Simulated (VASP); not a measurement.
A run of VASP 6.6.1:

Contents of INCAR:

```
SYSTEM = ZnO
PREC = Accurate
ENCUT = 520
EDIFF = 1E-6
ISMEAR = -1
SIGMA = 0.05
LREAL = .FALSE.
LASPH = .TRUE.
NELM = 120
ALGO = Normal
ISIF = 2
LWAVE = .FALSE.
LCHARG = .FALSE.
GGA = PS
NBANDS = 26
GGA_COMPAT = .FALSE.
```

KPOINTS

```
regular mesh
0
G
  6 6 4
  0 0 0
```

Contents of POSCAR:

```
ZnO
1.0
    3.2299240000      0.0000000000      0.0000000000
   -1.6149620000      2.7971960000      0.0000000000
    0.0000000000      0.0000000000      5.2145190000
Zn O
2 2
Direct
    0.6666670000      0.3333330000      0.4985410000
    0.3333330000      0.6666670000      0.9985410000
    0.3333330000      0.6666670000      0.3774590000
    0.6666670000      0.3333330000      0.8774590000
```

Potentials or basis: VASP PAW PBE potentials, release 64 (Zn, O).

The run is started by

```bash
$ cat potpaw_PBE.64/Zn/POTCAR potpaw_PBE.64/O/POTCAR > POTCAR
$ mpirun -np 1 vasp_std > vasp.out
```

Hardware: 1 thread of Intel(R) Xeon(R) 6975P-C (Granite Rapids), on a shared host.

Problem. How long does it take, and how much memory?

Solution. Run time: 13 s on 1 thread of Intel(R) Xeon(R) 6975P-C (Granite Rapids) (shared host), peak memory 0.16 GiB. Counts: scf iterations 13, k points 21.
